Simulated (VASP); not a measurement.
Write the native input for VASP 6.6.1 that does the following.

```yaml
Task: single point
Functional: PBE
Potentials_or_basis: VASP PAW PBE potentials, release 64 (Ir)
Cutoff: 520 eV
k_mesh: 13 × 13 × 4
Occupations: fermi-dirac, width 0.05 eV
Spin: collinear spin, ferromagnetic start
Starting_moments: "[1.0, 1.0, 1.0, 1.0] μB"
Dipole_correction: no
Further_INCAR_settings: ALGO = Normal; EDIFF = 1e-06; NBANDS = 30
```

The structure of Ir lies in POSCAR:

```
Ir
1.0
    2.7381216312      0.0000000000      0.0000000000
   -1.3690608156      2.3712828913      0.0000000000
    0.0000000000      0.0000000000      8.9519175093
Ir
4
Direct
    0.0000000000      0.0000000000      1.0000000000
    0.0000000000      0.0000000000      0.5000000000
    0.3333333333      0.6666666667      0.2500000000
    0.6666666667      0.3333333333      0.7500000000
```

The input as run:

INCAR

```
SYSTEM = Ir
PREC     = Accurate       ! precision mode
ENCUT    = 520            ! plane-wave cutoff, eV
EDIFF    = 1E-6           ! SCF threshold, eV
ISMEAR   = -1             ! smearing method
SIGMA    = 0.05           ! smearing width, eV
LREAL    = .FALSE.        ! projectors in reciprocal space
LASPH    = .TRUE.         ! aspherical terms in the spheres
NELM     = 150            ! most SCF steps
ALGO     = Normal         ! electronic algorithm
ISIF     = 2              ! what is computed and relaxed
LWAVE    = .FALSE.        ! write WAVECAR
LCHARG   = .FALSE.        ! write CHGCAR
ISPIN    = 2              ! spin polarisation
MAGMOM   = 1 1 1 1        ! initial moments
LORBIT   = 11             ! projections on sites
LMAXMIX  = 4              ! l up to which the mixer works
GGA      = PE             ! functional
NBANDS   = 30             ! bands
```

KPOINTS

```
regular mesh
0
G
  13 13 4
  0 0 0
```

Potentials or basis: VASP PAW PBE potentials, release 64 (Ir).

Run with:

```console
$ cat potpaw_PBE.64/Ir/POTCAR > POTCAR
$ mpirun -np 1 vasp_std > vasp.out
```

It gave:

```
Pressure                                              : 0.5 GPa
Band gap on the k mesh                                : zero (filled and empty bands overlap)
Net moment                                            : 0.00 μB per cell
Valence electrons inside the program's atomic spheres : Ir 8.30, 8.31
```

Caveat: spin-orbit coupling is left out, which moves the levels of the heavy elements.

Run time: 4.1 min on 1 thread of Intel(R) Xeon(R) Platinum 8488C (Sapphire Rapids), with other jobs on the host, peak memory 0.29 GiB.
